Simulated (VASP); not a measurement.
Input of a VASP 6.6.1 run:

File INCAR:

```
PREC = Accurate
ENCUT = 520
EDIFF = 1E-6
ISMEAR = 0
SIGMA = 0.1
LREAL = False
LASPH = True
NELM = 100
ALGO = Normal
ISIF = 2
LWAVE = False
LCHARG = False
GGA = PE
NBANDS = 31
```

KPOINTS

```
Automatic mesh
0
Gamma
  4 4 2
```

File POSCAR:

```
Ga2BSb3
1.0
    4.1125460900      0.0000000000      0.0000000000
    0.0000000000      4.1125460900      0.0000000000
    0.0000000000      0.0000000000      8.4326575200
Ga B Sb
2 1 3
Direct
    0.5000000000      0.5000000000      0.8050799500
    0.5000000000      0.5000000000      0.1949200500
    0.0000000000      0.0000000000      0.5000000000
    0.0000000000      0.0000000000      0.0000000000
    0.0000000000      0.0000000000      0.2753997500
    0.0000000000      0.0000000000      0.7246002500
```

Potentials or basis: VASP PAW PBE potentials, release 64 (Ga_d, B, Sb).

The run is started by

```bash
$ cat potpaw_PBE.64/Ga_d/POTCAR potpaw_PBE.64/B/POTCAR potpaw_PBE.64/Sb/POTCAR > POTCAR
$ mpirun -np 1 vasp_std > vasp.out
```

**Question.** Estimate the largest force.

**Answer.** 4.198 eV/Å.

**Question.** What does it give for the band gap on the k mesh?

**Answer.** Zero (bands 22 and 23 overlap by 3.26 eV).

**Question.** Predict the pressure.

**Answer.** 24.5 GPa.

Forces in eV/Å, atoms in the order of the input:
```
Ga   0.000  0.000  0.272
Ga   0.000  0.000 -0.272
B    0.000  0.000  0.000
Sb   0.000  0.000  0.000
Sb   0.000  0.000  4.198
Sb   0.000  0.000 -4.198
```

Caveat: the k points lie up to 0.38 Å⁻¹ apart, too coarse for converged energies and pressures of a metal; spin-orbit coupling is left out, which moves the levels of the heavy elements; forces of over 1 eV/Å act on the atoms, so gaps and moduli don't describe the material at rest.
